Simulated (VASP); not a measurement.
Input of a VASP 6.6.1 run:

The input POSCAR:

```
MnSe
1.0
    0.0000000000      2.7240000000      2.7240000000
    2.7240000000      0.0000000000      2.7240000000
    2.7240000000      2.7240000000      0.0000000000
Mn Se
1 1
Direct
    0.0000000000      0.0000000000      0.0000000000
    0.5000000000      0.5000000000      0.5000000000
```

INCAR.step1

```
SYSTEM = MnSe
PREC = Accurate
ENCUT = 550
ISMEAR = 0
SIGMA = 0.1
LREAL = .False.
LASPH = .True.
NELM = 200
ISPIN = 2
MAGMOM = 4 0
LMAXMIX = 4
NBANDS = 20
GGA = PE
ALGO = Normal
EDIFF = 1E-5
LWAVE = .True.
LCHARG = .False.
GGA_COMPAT = .False.
```

Contents of INCAR.step2:

```
SYSTEM = MnSe
PREC = Accurate
ENCUT = 550
EDIFF = 1E-6
ISMEAR = 0
SIGMA = 0.1
LREAL = .False.
LASPH = .True.
NELM = 200
ALGO = Normal
ISIF = 2
LWAVE = .False.
LCHARG = .False.
ISPIN = 2
MAGMOM = 4 0
LORBIT = 11
LMAXMIX = 4
METAGGA = R2SCAN
LMIXTAU = .True.
NBANDS = 20
ISTART = 1
GGA_COMPAT = .False.
```

The input KPOINTS:

```
regular mesh
0
Gamma
  6 6 6
  0 0 0
```

Potentials or basis: VASP PAW PBE potentials, release 64 (Mn_pv, Se).

Launch:

```sh
$ cat potpaw_PBE.64/Mn_pv/POTCAR potpaw_PBE.64/Se/POTCAR > POTCAR
$ cp INCAR.step1 INCAR
$ mpirun -np 1 vasp_std > vasp.out
$ cp INCAR.step2 INCAR
$ mpirun -np 1 vasp_std > vasp.out
```

Question: What does it give for the site moments?

Answer: Mn +4.50; Se +0.13 μB.

Question: Estimate the net moment.

Answer: 4.97 μB per cell.

Question: Predict the pressure.

Answer: 0.8 GPa.

Caveat: the PAW data sets were made with another functional, which shifts forces and pressure a little; a cell with one magnetic atom can't hold antiferromagnetic order, which such compounds often take.
